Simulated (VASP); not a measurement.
Write the native input for VASP 6.6.1 that does the following.

| Item | Value |
| --- | --- |
| Task | single point |
| Functional | PBEsol |
| Potentials or basis | VASP PAW PBE potentials, release 64 (Ni, O) |
| Cutoff | 520 eV |
| k mesh | 12 × 12 × 6 |
| Occupations | gaussian, width 0.05 eV |
| Spin | no spin polarisation |
| Dipole correction | no |
| Further INCAR settings | ALGO = Normal; EDIFF = 1e-06; NBANDS = 18 |

The structure of NiO2 lies in POSCAR:

```
NiO2
1.0
    2.8221285779      0.0000000000      0.0000000000
   -1.4110642890      2.4440350412      0.0000000000
    0.0000000000      0.0000000000      4.8391038725
Ni O
1 2
Direct
    0.0000000000      0.0000000000      0.5000000000
    0.6666666667      0.3333333333      0.7002287663
    0.3333333333      0.6666666667      0.2997712337
```

This cell differs from its parent crystal: c/a of the conventional cell at fixed volume 1.7147.

These files were run (other wordings do the same):

INCAR

```
SYSTEM = NiO2
PREC = Accurate ; ENCUT = 520
EDIFF = 1E-6 ; ISMEAR = 0
SIGMA = 0.05 ; LREAL = .FALSE.
LASPH = .TRUE. ; NELM = 80
ALGO = Normal ; ISIF = 2
LWAVE = .FALSE. ; LCHARG = .FALSE.
GGA = PS ; NBANDS = 18
```

KPOINTS

```
regular mesh
0
G
  12 12 6
  0 0 0
```

Potentials or basis: VASP PAW PBE potentials, release 64 (Ni, O).

Run with:

```bash
$ cat potpaw_PBE.64/Ni/POTCAR potpaw_PBE.64/O/POTCAR > POTCAR
$ mpirun -np 1 vasp_std > vasp.out
```

Results of the run:

```json
{"Pressure": "-9.2 GPa", "Largest force": "0.874 eV/Å", "Band gap on the k mesh": "0.92 eV, indirect (least direct gap 1.10 eV)"}
```

Caveat: the PAW data sets were made with another functional, which shifts forces and pressure a little.

It took 110 s on 1 thread of AMD EPYC 7R43 64-Core Processor (Zen 3), with other jobs on the host, peak memory 0.15 GiB.
